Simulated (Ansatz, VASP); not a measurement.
## B2N in VASP and in Ansatz

```
CELL_PARAMETERS angstrom
-1.80513 1.80513 3.75183
1.80513 -1.80513 3.75183
1.80513 1.80513 -3.75183
ATOMIC_POSITIONS crystal
B 0.25695 0.25695 0.51389
B 0.25695 0.74305 0.00000
B 0.74305 0.25695 0.00000
B 0.74305 0.74305 0.48611
N 0.64464 0.64464 0.00000
N 0.35536 0.35536 0.00000
```

Alike in both runs: functional PBE; k mesh 6 × 6 × 6; occupations gaussian, width 0.1 eV; no spin polarisation.

Ansatz relaxed the structure, and its values are those at the end. VASP's run is a single point on that final structure, the one shown.

```csv
,VASP,Ansatz
version,VASP 6.6.1,Ansatz 0.2.0
potentials or method,"VASP PAW PBE potentials, release 64 (B, N), cutoff 520 eV","scalar-relativistic, plane waves, PAW"
valence electrons in the cell,22,22
```

Ansatz gave:

```
gap on the k mesh at the Fermi level (eV) : none
pressure (GPa)                            : 0.1
rms of the force components (eV/Å)        : 0.005
```

Task: Estimate VASP's values.

Result: gap on the k mesh at the Fermi level (eV): none; pressure (GPa): 0.2; rms of the force components (eV/Å): 0.029.

A gap of «none» marks a metal or a gap that the smearing closes. The functional is the same, so the differences come from potentials, cutoffs and numerics.

The k mesh is coarse, so the values compare programs but aren't converged.
